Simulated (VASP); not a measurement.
Write the native input for VASP 6.6.1 that does the following.

```
Task                   : single point
Functional             : r2SCAN
Potentials or basis    : VASP PAW PBE potentials, release 64 (B, Bi_d)
Cutoff                 : 520 eV
k mesh                 : 8 × 8 × 8
Occupations            : gaussian, width 0.01 eV
Spin                   : no spin polarisation
Dipole correction      : no
Further INCAR settings : ALGO = Normal; EDIFF = 1e-06; NBANDS = 16
```

The system is BiB.

```
CELL_PARAMETERS angstrom
0.00000 2.73115 2.75280
2.73115 0.00000 2.75280
2.73115 2.73115 0.00000
ATOMIC_POSITIONS crystal
B 0.00000 0.00000 0.00000
Bi 0.25000 0.25000 0.25000
```

This cell differs from its parent crystal: epitaxial xy strain -0.5%.

The input as run:

POSCAR

```
BiB
1.0
    0.0000000000      2.7311501019      2.7528002556
    2.7311501019      0.0000000000      2.7528002556
    2.7311501019      2.7311501019      0.0000000000
B Bi
1 1
Direct
    0.0000000000      0.0000000000      0.0000000000
    0.2500000000      0.2500000000      0.2500000000
```

INCAR.step1

```
PREC = Accurate
ENCUT = 520
ISMEAR = 0
SIGMA = 0.01
LREAL = F
LASPH = T
NELM = 60
NBANDS = 16
GGA = PE
ALGO = Normal
EDIFF = 1E-4
LWAVE = T
LCHARG = F
```

INCAR.step2

```
PREC = Accurate
ENCUT = 520
EDIFF = 1E-6
ISMEAR = 0
SIGMA = 0.01
LREAL = F
LASPH = T
NELM = 60
ALGO = Normal
ISIF = 2
LWAVE = F
LCHARG = F
METAGGA = R2SCAN
LMIXTAU = T
NBANDS = 16
ISTART = 1
```

KPOINTS

```
regular mesh
0
Gamma
  8 8 8
```

Potentials or basis: VASP PAW PBE potentials, release 64 (B, Bi_d).

The run is started by

```console
$ cat potpaw_PBE.64/B/POTCAR potpaw_PBE.64/Bi_d/POTCAR > POTCAR
$ cp INCAR.step1 INCAR
$ mpirun -np 1 vasp_std > vasp.out
$ cp INCAR.step2 INCAR
$ mpirun -np 1 vasp_std > vasp.out
```

It gave:

```json
{
  "Pressure": "0.5 GPa",
  "Band gap on the k mesh": "0.43 eV, direct"
}
```

Caveat: the cell differs from its parent crystal (epitaxial xy strain -0.5%); the PAW data sets were made with another functional, which shifts forces and pressure a little; spin-orbit coupling is left out, which moves the levels of the heavy elements.

It took 83 s on 1 thread of AMD EPYC 9R45 96-Core Processor (Zen 5), on a shared host, peak memory 0.16 GiB.
